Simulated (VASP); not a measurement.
Runs of VASP 6.6.1 on ZnO3. The structure is that of space group Pm-3m (No. 221), or close to it. The cells are those of the table. 

```csv
task,spin,cell,k mesh,cutoff (eV),gap on the mesh (eV),pressure (GPa),moment (μB)
relaxation of cell and atoms,"collinear, ferromagnetic start","relaxed from a = 3.298 Å, 4 atoms",6 × 6 × 6,600,none,0.0,4.00
single point,off,"a = 3.298 Å, 4 atoms",6 × 6 × 6,520,none,2.1,-
single point,"collinear, ferromagnetic start","a = 3.391 Å, 4 atoms",6 × 6 × 6,520,none,(a),4.00
single point,"collinear, ferromagnetic start","a = 3.393 Å, 4 atoms",14 × 14 × 14,520,none,0.1,4.00
```

Alike in all rows: level PBE; potentials or basis VASP PAW PBE potentials, release 64 (Zn, O); smearing gaussian 0.1 eV.

**Question.** Estimate the missing entries.

**Answer.** (a) 0.3.

Caveats: semilocal functionals underestimate gaps, so a narrow gap can read as zero (at least some runs).

A gap of «none» marks levels without a gap at the run's occupations.
